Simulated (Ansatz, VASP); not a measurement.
## Two plane-wave programs on SnO2

```
Sn O
1.0
     4.73462    0.00000    0.00000
     0.00000    4.73478    0.00000
     0.00000    0.00000    3.27622
Sn O
2 4
Cartesian
  2.3673 2.3674 1.6381
  0.0000 0.0000 0.0000
  1.4530 1.4534 0.0000
  3.8203 0.9140 1.6381
  0.9143 3.8208 1.6381
  3.2816 3.2814 0.0000
```

Alike in both runs: task single point; functional PBEsol; k mesh 6 × 6 × 8; occupations gaussian, width 0.02 eV; no spin polarisation.

```csv
,VASP,Ansatz
version,VASP 6.6.1,Ansatz 0.2.0
potentials or method,"VASP PAW PBE potentials, release 64 (Sn_d, O), cutoff 520 eV","scalar-relativistic, plane waves, PAW"
valence electrons in the cell,52,52
```

```csv
,VASP,Ansatz,Ansatz less VASP
gap on the k mesh at the Fermi level (eV),0.78,0.78,+0.005
least direct gap on the mesh (eV),0.78,0.78,+0.005
pressure (GPa),-1.3,-1.9,-0.62
"traceless stress, the component that is largest in VASP (GPa)",-3.58,-3.75,-0.174
rms of the force components (eV/Å),0.004,0.000,-0.0039
```

VASP's potentials were made for PBE, not for PBEsol. Atom by atom the forces differ by 0.004 eV/Å (rms over components).
